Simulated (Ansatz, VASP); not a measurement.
**KBr: VASP beside Ansatz**

The input POSCAR:

```
KBr
1.0
    3.9763217797      0.0000000000      0.0000000000
    0.0000000000      3.9763217797      0.0000000000
    0.0000000000      0.0000000000      3.9763217797
K Br
1 1
Direct
    0.0000000000      0.0000000000      0.0000000000
    0.5000000000      0.5000000000      0.5000000000
```

INCAR.step1

```
PREC = Accurate ; ENCUT = 520
ISMEAR = 1 ; SIGMA = 0.001
LREAL = F ; LASPH = T
NELM = 100 ; NBANDS = 15
GGA = PE ; ALGO = Normal
EDIFF = 1E-4 ; LWAVE = T
LCHARG = F
```

File INCAR.step2:

```
PREC = Accurate ; ENCUT = 520
EDIFF = 1E-6 ; ISMEAR = 1
SIGMA = 0.001 ; LREAL = F
LASPH = T ; NELM = 100
ALGO = Normal ; ISIF = 2
LWAVE = F ; LCHARG = F
METAGGA = R2SCAN ; LMIXTAU = T
NBANDS = 15 ; ISTART = 1
```

Contents of KPOINTS:

```
Automatic mesh
0
Gamma
  4 4 4
```

Input for Ansatz:

```yaml
crystal:
  lattice:
    - [3.9763217797, 0.0, 0.0]
    - [0.0, 3.9763217797, 0.0]
    - [0.0, 0.0, 3.9763217797]
  atoms:
    - { symbol: K, position: [0.0, 0.0, 0.0] }
    - { symbol: Br, position: [0.5, 0.5, 0.5] }
kpoints:
  mp_grid: { grid: [4, 4, 4] }
hamiltonian:
  xc: r2scan
scf:
  occupations: { method: methfessel_paxton, width: 0.001 }
  n_extra_bands: 4
output:
  forces: true
  stress: true
  eigenvalues: true
```

Alike in both runs: task single point; functional r2SCAN; k mesh 4 × 4 × 4; occupations methfessel-paxton of order 1, width 0.001 eV; no spin polarisation.

|  | VASP | Ansatz |
| --- | --- | --- |
| version | VASP 6.6.1 | Ansatz 0.2.0 |
| potentials or method | VASP PAW PBE potentials, release 64 (K_sv, Br) | plane waves |
| plane-wave cutoff (eV) | 520 | 500 |
| valence electrons in the cell | 16 | 16 |

```csv
,VASP,Ansatz,Ansatz less VASP
gap on the k mesh at the Fermi level (eV),4.77,4.76,-0.004
pressure (GPa),0.0,0.0,+0.01
```

VASP's potentials were made for PBE, not for r2SCAN.
